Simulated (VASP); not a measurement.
Input of a VASP 6.6.1 run:

Contents of INCAR:

```
SYSTEM = Ti
PREC = Accurate ; ENCUT = 520
EDIFF = 1E-7 ; ISMEAR = -1
SIGMA = 0.08 ; LREAL = .FALSE.
LASPH = .TRUE. ; NELM = 80
ALGO = Normal ; ISIF = 2
LWAVE = .FALSE. ; LCHARG = .FALSE.
GGA = PE ; NBANDS = 12
```

Contents of KPOINTS:

```
regular mesh
0
G
  21 21 21
  0 0 0
```

Contents of POSCAR:

```
Ti
1.0
   -1.2742709555      1.2742709555      1.2742709555
    1.2742709555     -1.2742709555      1.2742709555
    1.2742709555      1.2742709555     -1.2742709555
Ti
1
Direct
    0.0000000000      0.0000000000      0.0000000000
```

Potentials or basis: VASP PAW PBE potentials, release 64 (Ti_sv).

The run is started by

```bash
$ cat potpaw_PBE.64/Ti_sv/POTCAR > POTCAR
$ mpirun -np 1 vasp_std > vasp.out
```

**Question.** Predict the pressure.

**Answer.** 233.5 GPa.

**Question.** Estimate the band gap on the k mesh.

**Answer.** Zero (band 6 reaches 19.55 eV, above the bottom of band 7 at 17.41 eV).
